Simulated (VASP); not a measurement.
Input of a VASP 6.6.1 run:

File POSCAR:

```
AlAs
1.0
    0.0000000000      2.8398033913      2.8398033913
    2.8398033913      0.0000000000      2.8398033913
    2.8398033913      2.8398033913      0.0000000000
Al As
1 1
Direct
    0.0000000000      0.0000000000      0.0000000000
    0.2500000000      0.2500000000      0.2500000000
```

File INCAR.step1:

```
SYSTEM = AlAs
ALGO = Normal ; EDIFF = 1E-5
ENCUT = 550 ; GGA = PE
GGA_COMPAT = .False. ; ISMEAR = 0
LASPH = .True. ; LCHARG = .False.
LREAL = .False. ; LWAVE = .True.
NBANDS = 11 ; NELM = 120
PREC = Accurate ; SIGMA = 0.01
```

The input INCAR.step2:

```
SYSTEM = AlAs
ALGO = Normal ; EDIFF = 1E-6
ENCUT = 550 ; GGA_COMPAT = .False.
ISIF = 2 ; ISMEAR = 0
ISTART = 1 ; LASPH = .True.
LCHARG = .False. ; LMIXTAU = .True.
LREAL = .False. ; LWAVE = .False.
METAGGA = R2SCAN ; NBANDS = 11
NELM = 120 ; PREC = Accurate
SIGMA = 0.01
```

Contents of KPOINTS:

```
k-points
0
Gamma
  6 6 6
  0 0 0
```

Potentials or basis: VASP PAW PBE potentials, release 64 (Al, As).

Command:

```console
$ cat potpaw_PBE.64/Al/POTCAR potpaw_PBE.64/As/POTCAR > POTCAR
$ cp INCAR.step1 INCAR
$ mpirun -np 1 vasp_std > vasp.out
$ cp INCAR.step2 INCAR
$ mpirun -np 1 vasp_std > vasp.out
```

Task: Estimate the band gap on the k mesh.

Result: 1.80 eV, indirect (least direct gap 2.62 eV).

Task: What does it give for the pressure?

Result: -0.1 GPa.

Caveat: the PAW data sets were made with another functional, which shifts forces and pressure a little. A k mesh can miss the band edges.
